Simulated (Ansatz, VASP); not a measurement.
## Two plane-wave programs on Mo

File INCAR:

```
SYSTEM = Mo
PREC = Accurate
ENCUT = 520
EDIFF = 1E-6
ISMEAR = 0
SIGMA = 0.15
LREAL = .FALSE.
LASPH = .TRUE.
NELM = 60
ALGO = Fast
ISIF = 2
LWAVE = .FALSE.
LCHARG = .FALSE.
GGA = PE
NBANDS = 13
```

File KPOINTS:

```
regular mesh
0
G
  20 20 20
  0 0 0
```

POSCAR

```
Mo
1.0
   -0.1100565412      2.0010280217      2.3011822250
    1.8909714805      0.0000000000      2.1911256838
    2.0010280217      2.0010280217     -0.1100565412
Mo
1
Direct
    0.0000000000      0.0000000000      0.0000000000
```

Input for Ansatz:

```yaml
crystal:
  lattice:
    - [-0.1100565412, 2.0010280217, 2.301182225]
    - [1.8909714805, 0.0, 2.1911256838]
    - [2.0010280217, 2.0010280217, -0.1100565412]
  atoms:
    - { symbol: Mo, position: [0.0, 0.0, 0.0] }
basis:
  ecutwfc: 420
kpoints:
  mp_grid: { grid: [20, 20, 20] }
hamiltonian:
  xc: pbe
scf:
  occupations: { method: gaussian, width: 0.15 }
output:
  forces: true
  stress: true
  eigenvalues: true
```

Change from the starting cell: engineering shear strain xz -0.1100, normal strain along z +0.1500.

Alike in both runs: task single point; functional PBE; k mesh 20 × 20 × 20; occupations gaussian, width 0.15 eV; no spin polarisation.

```csv
,VASP,Ansatz
version,VASP 6.6.1,Ansatz 0.2.0
potentials or method,"VASP PAW PBE potentials, release 64 (Mo_sv), cutoff 520 eV","scalar-relativistic, plane waves, PAW"
valence electrons in the cell,14,14
```

|  | VASP | Ansatz | Ansatz less VASP |
| --- | --- | --- | --- |
| gap on the k mesh at the Fermi level (eV) | none | none | - |
| pressure (GPa) | -23.6 | -23.9 | -0.25 |
| traceless stress, the component that is largest in VASP (GPa) | 3.92 | 3.94 | +0.022 |

A gap of «none» marks a metal or a gap that the smearing closes.
